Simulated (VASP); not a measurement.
# Ga2O3 (P1) in VASP: single point with PBE

Aim: the single point of Ga2O3 with PBE.

All numbers are computed with VASP 6.6.1; they aren't measurements. Logs are shortened: lines on timing, memory, paths and dates and some standing lists are left out, and cuts for length are marked.

## (1) The cell of the first run

The typed cell holds 10 atoms: a = 5.399 Å, b = 5.399 Å, c = 5.399 Å, α = 55.86°, β = 55.86°, γ = 55.86°.

## (2) Single point, PBE (atom 1 (Ga) moved +0.300 Å along Cartesian [1 1 0])

Input file INCAR:

```
SYSTEM = Ga2O3
PREC = Accurate ; ENCUT = 520
EDIFF = 1E-6 ; ISMEAR = 0
SIGMA = 0.05 ; LREAL = .FALSE.
LASPH = .TRUE. ; NELM = 80
ALGO = Normal ; ISIF = 2
LWAVE = .FALSE. ; LCHARG = .FALSE.
GGA = PE ; NBANDS = 55
```

Input file KPOINTS:

```
Automatic mesh
0
G
  6 6 6
  0 0 0
```

Input file POSCAR:

```
Ga2O3
1.0
    2.5287245564      1.4599598033      4.5410352127
   -2.5287245564      1.4599598033      4.5410352127
    0.0000000000     -2.9199196066      4.5410352127
Ga O
4 6
Direct
    0.4220298786      0.3381409340      0.3074354491
    0.1441312461      0.1441312461      0.1441312461
    0.6441312461      0.6441312461      0.6441312461
    0.8558687539      0.8558687539      0.8558687539
    0.5531733332      0.9468266668      0.2500000000
    0.2500000000      0.5531733332      0.9468266668
    0.9468266668      0.2500000000      0.5531733332
    0.4468266668      0.0531733332      0.7500000000
    0.7500000000      0.4468266668      0.0531733332
    0.0531733332      0.7500000000      0.4468266668
```

Potentials or basis: VASP PAW PBE potentials, release 64 (Ga_d, O).

Command:

```sh
$ cat potpaw_PBE.64/Ga_d/POTCAR potpaw_PBE.64/O/POTCAR > POTCAR
$ mpirun -np 1 vasp_std > vasp.out
```

OUTCAR:

```text
SYSTEM = Ga2O3
   PREC = Accurate
   ENCUT = 520
   EDIFF = 1E-6
   ISMEAR = 0
   LREAL = .FALSE.
   LASPH = .TRUE.
   NELM = 80
   ISIF = 2
   GGA = PE

 ion  position               nearest neighbor table
   1  0.422  0.338  0.307-   9 1.70   5 1.97   8 2.02   6 2.07  10 2.17   7 2.33   3 2.78   2 2.90

   2  0.144  0.144  0.144-  10 1.95   8 1.95   9 1.95   7 2.11   6 2.11   5 2.11   1 2.90
   3  0.644  0.644  0.644-   6 1.95   5 1.95   7 1.95   9 2.11  10 2.11   8 2.11   1 2.78   4 2.88

   4  0.856  0.856  0.856-   7 1.95   5 1.95   6 1.95   9 2.11  10 2.11   8 2.11   3 2.88
   5  0.553  0.947  0.250-   3 1.95   4 1.95   1 1.97   2 2.11
   6  0.250  0.553  0.947-   3 1.95   4 1.95   1 2.07   2 2.11
   7  0.947  0.250  0.553-   4 1.95   3 1.95   2 2.11   1 2.33
   8  0.447  0.053  0.750-   2 1.95   1 2.02   3 2.11   4 2.11
   9  0.750  0.447  0.053-   1 1.70   2 1.95   3 2.11   4 2.11
  10  0.053  0.750  0.447-   2 1.95   3 2.11   4 2.11   1 2.17

  LATTYP: Found a trigonal (rhomboedric) cell.
 ALAT       =     5.3987898007
 COS(alpha) =     0.5612266819

  Lattice vectors:

 A1 = (   2.5287245564,   1.4599598033,   4.5410352127)
 A2 = (  -2.5287245564,   1.4599598033,   4.5410352127)
 A3 = (   0.0000000000,  -2.9199196066,   4.5410352127)

Analysis of symmetry for initial positions (statically):
=====================================================================
 Subroutine PRICEL returns:
 Original cell was already a primitive cell.

 Routine SETGRP: Setting up the symmetry group for a
 trigonal (rhombohedral) supercell.

 Subroutine GETGRP returns: Found  1 space group operations
 (whereof  1 operations were pure point group operations)
 out of a pool of 12 trial point group operations.

The static configuration has the point symmetry C_1 .

Analysis of symmetry for dynamics (positions and initial velocities):
=====================================================================
 Subroutine PRICEL returns:
 Original cell was already a primitive cell.

 Routine SETGRP: Setting up the symmetry group for a
 trigonal (rhombohedral) supercell.

 Subroutine GETGRP returns: Found  1 space group operations
 (whereof  1 operations were pure point group operations)
 out of a pool of 12 trial point group operations.

The dynamic configuration has the point symmetry C_1 .

 Subroutine INISYM returns: Found  1 space group operations
 (whereof  1 operations are pure point group operations),
 and found     1 'primitive' translations

----------------------------------------------------------------------------------------

                                     Primitive cell

  volume of cell :     100.5885

  direct lattice vectors                    reciprocal lattice vectors
     2.528724556  1.459959803  4.541035213     0.197728139  0.114158394  0.073404701
    -2.528724556  1.459959803  4.541035213    -0.197728139  0.114158394  0.073404701
     0.000000000 -2.919919607  4.541035213     0.000000000 -0.228316788  0.073404701

  length of vectors
     5.398789801  5.398789801  5.398789801     0.239826617  0.239826617  0.239826617

  position of ions in fractional coordinates (direct lattice)
     0.422029879  0.338140934  0.307435449
     0.144131246  0.144131246  0.144131246
     0.644131246  0.644131246  0.644131246
     0.855868754  0.855868754  0.855868754
     0.553173333  0.946826667  0.250000000
     0.250000000  0.553173333  0.946826667
     0.946826667  0.250000000  0.553173333
     0.446826667  0.053173333  0.750000000
     0.750000000  0.446826667  0.053173333
     0.053173333  0.750000000  0.446826667

  ion indices of the primitive-cell ions
   primitive index   ion index
                 1           1
                 2           2
                 3           3
                 4           4
                 5           5
                 6           6
                 7           7
                 8           8
                 9           9
                10          10

----------------------------------------------------------------------------------------

 KPOINTS: Automatic mesh

Automatic generation of k-mesh.
 Grid dimensions read from file:
 generate k-points for:    6    6    6

 Generating k-lattice:

  Cartesian coordinates                     Fractional coordinates (reciprocal lattice)
     0.032954690  0.019026399  0.012234117     0.166666667  0.000000000  0.000000000
    -0.032954690  0.019026399  0.012234117     0.000000000  0.166666667  0.000000000
     0.000000000 -0.038052798  0.012234117     0.000000000  0.000000000  0.166666667

  Length of vectors
     0.039971103  0.039971103  0.039971103

  Shift w.r.t. Gamma in fractional coordinates (k-lattice)
     0.000000000  0.000000000  0.000000000

 Subroutine IBZKPT returns following result:
 ===========================================

 Found    112 irreducible k-points:

 Following reciprocal coordinates:
            Coordinates               Weight
  0.000000  0.000000  0.000000      1.000000
  0.166667  0.000000 -0.000000      2.000000
  0.000000  0.166667 -0.000000      2.000000
 -0.000000 -0.000000  0.166667      2.000000
  0.333333  0.000000 -0.000000      2.000000
  0.000000  0.333333 -0.000000      2.000000
[... 16 lines left out ...]
 -0.166667  0.500000  0.000000      2.000000
  0.166667  0.000000  0.500000      2.000000
 [... further k-points ...]
   k-points           NKPTS =    112   k-points in BZ     NKDIM =    112   number of bands    NBANDS=     55
   number of dos      NEDOS =    301   number of ions     NIONS =     10
   total plane-waves  NPLWV =  64000
   dimension x,y,z NGX =    40 NGY =   40 NGZ =   40
   dimension x,y,z NGXF=    80 NGYF=   80 NGZF=   80
   ions per type =               4   6
   NGX,Y,Z   is equivalent  to a cutoff of  12.32, 12.32, 12.32 a.u.
   NGXF,Y,Z  is equivalent  to a cutoff of  24.63, 24.63, 24.63 a.u.
 SYSTEM =  Ga2O3
   PREC   = accura    normal or accurate (medium, high low for compatibility)
   ISTART =      0    job   : 0-new  1-cont  2-samecut
   ICHARG =      2    charge: 1-file 2-atom 10-const
   ISPIN  =      1    spin polarized calculation?
   LNONCOLLINEAR =      F non collinear calculations
   LSORBIT =      F    spin-orbit coupling
   LASPH  =      T    aspherical Exc in radial PAW
   ENCUT  =  520.0 eV  38.22 Ry    6.18 a.u.  10.04 10.04 10.04*2*pi/ulx,y,z
   NELM   =     80;   NELMIN=  2; NELMDL= -5     # of ELM steps
   EDIFF  = 0.1E-05   stopping-criterion for ELM
   LREAL  =      F    real-space projection
   EDIFFG = 0.1E-04   stopping-criterion for IOM
   NSW    =      0    number of steps for IOM
   IBRION =     -1    ionic relax: 0-MD 1-quasi-New 2-CG
   NFREE  =      0    steps in history (QN), initial steepest desc. (CG)
   ISIF   =      2    stress and relaxation
   ISYM   =      2    0-nonsym 1-usesym 2-fastsym
   POTIM  = 0.5000    time-step for ionic-motion
   TEBEG  =    0.0;   TEEND  =   0.0 temperature during run
   PSTRESS=    0.0 pullay stress
   NELECT =      88.0000    total number of electrons
   NUPDOWN=      -1.0000    fix difference up-down
   EMIN   =  10.00;   EMAX   =-10.00  energy-range for DOS
   EFERMI =   0.00;   METHOD = LEGACY
   ISMEAR =     0;   SIGMA  =   0.05  broadening in eV -4-tet -1-fermi 0-gaus
   EFERMI_NEDOS =   21; number of points for ismear=-14 and -15
   IALGO  =     38    algorithm
   IMIX   =      4    mixing-type and parameters
     AMIX     =   0.40;   BMIX     =  1.00
     AMIX_MAG =   1.60;   BMIX_MAG =  1.00
  volume/ion in A,a.u.               =      10.06        67.88
  Fermi-wavevector in a.u.,A,eV,Ry     =   1.565740  2.958819 33.355234  2.451541
  Thomas-Fermi vector in A             =   2.668171
   LORBIT       =      0    0 simple, 1 ext, 2 COOP (PROOUT), +10 PAW based schemes
   GGA     = PE    functional components
   LHFCALC =     F    Hartree Fock is set to
   AEXX    =    0.0000 exact exchange contribution
   IVDW    =     0    specifies the selected vdW correction
   LEPSILON=     F    determine dielectric tensor
   LRPA    =     F    only Hartree local field effects (RPA)
 non-spin polarized calculation
 Gauss-broadening in eV      SIGMA  =   0.05
  energy-cutoff  :      520.00
  volume of cell :      100.59
 maximum number of plane-waves:      2730
   NGX = 21   NGY = 21   NGZ = 21

 number of electron      87.9999995 magnetization

 Free energy of the ion-electron system (eV)
  ---------------------------------------------------
  ext. energy  EPLUGINS =         0.00000000
  ---------------------------------------------------
  free energy    TOTEN  =       -58.62326659 eV

  energy without entropy =      -58.62326659  energy(sigma->0) =      -58.62326659

 E-fermi :   4.5319     XC(G=0): -11.9557

 val. band max:        4.2732952372   @ k =   0.0000  -0.1667   0.1667
 cond. band min:       6.4779530263   @ k =   0.0000   0.0000   0.0000
 fundamental gap:      2.2046577891
 Fermi energy:         4.5319362283

 k-point     1 :       0.0000    0.0000    0.0000
  band No.  band energies     occupation
      1     -14.8755      2.00000
      2     -13.6096      2.00000
      3     -13.0086      2.00000
      4     -12.6343      2.00000
      5     -12.2791      2.00000
      6     -12.1477      2.00000
[... 47 lines left out ...]
     54      15.3029      0.00000
     55      16.0196      0.00000

 k-point     2 :       0.1667    0.0000   -0.0000
  band No.  band energies     occupation
      1     -14.7835      2.00000
      2     -13.6306      2.00000
      3     -13.0331      2.00000
      4     -12.6525      2.00000
      5     -12.3526      2.00000
      6     -12.1482      2.00000
[... 47 lines left out ...]
     54      15.8584      0.00000
     55      15.8639      0.00000
[... 1216 lines left out ...]
     54      15.8485      0.00000
     55      16.2191      0.00000

 k-point    24 :       0.1667    0.0000    0.5000
  band No.  band energies     occupation
      1     -14.4160      2.00000
      2     -13.6160      2.00000
      3     -13.1825      2.00000
      4     -12.9188      2.00000
      5     -12.4546      2.00000
      6     -12.1566      2.00000
[... 47 lines left out ...]
     54      15.8555      0.00000
     55      16.0136      0.00000

 [... further k-points ...]

------------------------ aborting loop because EDIFF is reached ----------------------------------------

  FORCE on cell =-STRESS in cart. coord.  units (eV):
  Direction    XX          YY          ZZ          XY          YZ          ZX
  --------------------------------------------------------------------------------------
  -------------------------------------------------------------------------------------
  Total        0.3644191      5.2930771      2.4593341      0.5080334      2.9504041      1.8068201
  in kB        5.8044785     84.3082858     39.1723446      8.0919714     46.9941223     28.7790836
  external PRESSURE =      43.0950363 kB  Pullay stress =       0.0000000 kB

 VOLUME and BASIS-vectors are now :
 -----------------------------------------------------------------------------
  energy-cutoff  :      520.00
  volume of cell :      100.59
      direct lattice vectors                 reciprocal lattice vectors
     2.528724556  1.459959803  4.541035213     0.197728139  0.114158394  0.073404701
    -2.528724556  1.459959803  4.541035213    -0.197728139  0.114158394  0.073404701
     0.000000000 -2.919919607  4.541035213     0.000000000 -0.228316788  0.073404701

 POSITION                                       TOTAL-FORCE (eV/Angst)
 -----------------------------------------------------------------------------------
      0.21213      0.21213      4.84804        -3.041141     -4.905213     -1.210746
      0.00000      0.00000      1.96352         0.339052     -0.226349      0.111932
      0.00000      0.00000      8.77507         0.550639      0.858737     -0.085534
      0.00000      0.00000     11.65959        -0.109327      0.892221     -0.026195
     -0.99544      1.45996      7.94681         0.331558      0.161187     -0.177396
     -0.76664     -1.59206      7.94681         0.203871      0.031967     -0.013645
      1.76208      0.13210      7.94681        -0.064239     -0.107385     -0.137465
      0.99544     -1.45996      5.67629         0.135043      0.248830     -0.146876
      0.76664      1.59206      5.67629         1.303155      2.874587      1.787609
     -1.76208     -0.13210      5.67629         0.351390      0.171419     -0.101685
 -----------------------------------------------------------------------------------
    total drift:                               -0.000723      0.000172     -0.000024

  FREE ENERGIE OF THE ION-ELECTRON SYSTEM (eV)
  ---------------------------------------------------
  free  energy   TOTEN  =       -58.6232665921 eV

  energy  without entropy=      -58.6232665921  energy(sigma->0) =      -58.62326659
```

Run time: 7.2 min. Hardware: 1 thread of Intel Xeon Platinum 8559C (Emerald Rapids), shared host; peak memory 0.55 GiB.

What came out:

```
Free energy            : -58.6233 eV
Pressure               : 4.3 GPa
Largest force          : 5.897 eV/Å
Band gap on the k mesh : 2.20 eV (least direct gap 2.28 eV)
```

Forces on the atoms (eV/Å):
```
Ga  -3.041 -4.905 -1.211
Ga   0.339 -0.226  0.112
Ga   0.551  0.859 -0.086
Ga  -0.109  0.892 -0.026
O    0.332  0.161 -0.177
O    0.204  0.032 -0.014
O   -0.064 -0.107 -0.137
O    0.135  0.249 -0.147
O    1.303  2.875  1.788
O    0.351  0.171 -0.102
```

Levels at points of the mesh, in eV from the valence-band top:
```tsv
k point	band 42	band 43	band 44	band 45	band 46	band 47
(0.00, 0.00, 0.00)	-0.30	-0.27	-0.08	2.20	6.12	6.37
(0.50, 0.00, 0.00)	-0.84	-0.27	-0.18	5.76	5.88	6.09
(0.00, 0.50, 0.00)	-1.11	-0.26	-0.14	5.75	5.79	6.21
(0.00, 0.00, 0.50)	-0.82	-0.28	-0.06	5.73	5.90	6.08
(0.50, 0.50, 0.00)	-0.73	-0.36	-0.27	5.87	6.08	6.94
(0.50, 0.00, 0.50)	-0.60	-0.41	-0.15	5.96	6.15	6.98
(0.00, 0.50, 0.50)	-0.79	-0.32	-0.14	5.84	6.24	6.91
(0.50, 0.50, 0.50)	-0.44	-0.36	-0.32	5.23	5.31	7.28
```

Caveat: the cell differs from its parent crystal (atom 1 (Ga) moved +0.300 Å along Cartesian [1 1 0]); the cell stands under pressure; forces of over 1 eV/Å act on the atoms, so gaps and moduli don't describe the material at rest. A k mesh can miss the band edges.
